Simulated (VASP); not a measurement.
LiRe3: single point with PBE

The system is LiRe3.

```
Li Re
1.0
     5.48556    0.00000    0.00000
    -2.74278    4.75063    0.00000
     0.00000    0.00000    4.40301
Li Re
2 6
Direct
  0.33333 0.66667 0.25000
  0.66667 0.33333 0.75000
  0.83300 0.66600 0.25000
  0.16700 0.83300 0.75000
  0.33400 0.16700 0.25000
  0.16700 0.33400 0.75000
  0.83300 0.16700 0.25000
  0.66600 0.83300 0.75000
```

| Quantity | Value |
| --- | --- |
| Program | VASP 6.6.1 |
| Task | single point |
| Functional | PBE |
| Potentials or basis | VASP PAW PBE potentials, release 64 (Li_sv, Re) |
| Cutoff | 520 eV |
| k mesh | 6 × 6 × 4 |
| Occupations | gaussian, width 0.1 eV |
| Spin | no spin polarisation |

```json
{
 "Largest force": "0.412 eV/Å",
 "Band gap on the k mesh": "zero (bands 24 and 25 overlap by 1.31 eV)"
}
```

Forces on the atoms (eV/Å):
```
Li   0.000  0.000  0.000
Li   0.000  0.000  0.000
Re   0.000 -0.412  0.000
Re   0.357 -0.206  0.000
Re   0.357  0.206  0.000
Re   0.000  0.412  0.000
Re  -0.357  0.206  0.000
Re  -0.357 -0.206  0.000
```

Levels at points of the mesh, in eV from the Fermi level:
| k point | band 22 | band 23 | band 24 | band 25 | band 26 | band 27 |
| --- | --- | --- | --- | --- | --- | --- |
| (0.00, 0.00, 0.00) | -1.01 | 0.36 | 0.85 | 0.85 | 1.03 | 1.03 |
| (0.50, 0.00, 0.00) | -1.21 | -0.85 | -0.36 | -0.02 | 0.50 | 0.67 |
| (0.00, 0.00, 0.50) | 0.17 | 0.36 | 0.36 | 0.66 | 0.66 | 0.66 |
| (0.50, 0.00, 0.50) | -1.78 | -0.27 | -0.27 | 0.02 | 0.02 | 0.27 |

It took 50 s on 1 thread of Intel(R) Xeon(R) 6975P-C (Granite Rapids) (shared host), peak memory 0.26 GiB.

Caveat: spin-orbit coupling is left out, which moves the levels of the heavy elements.
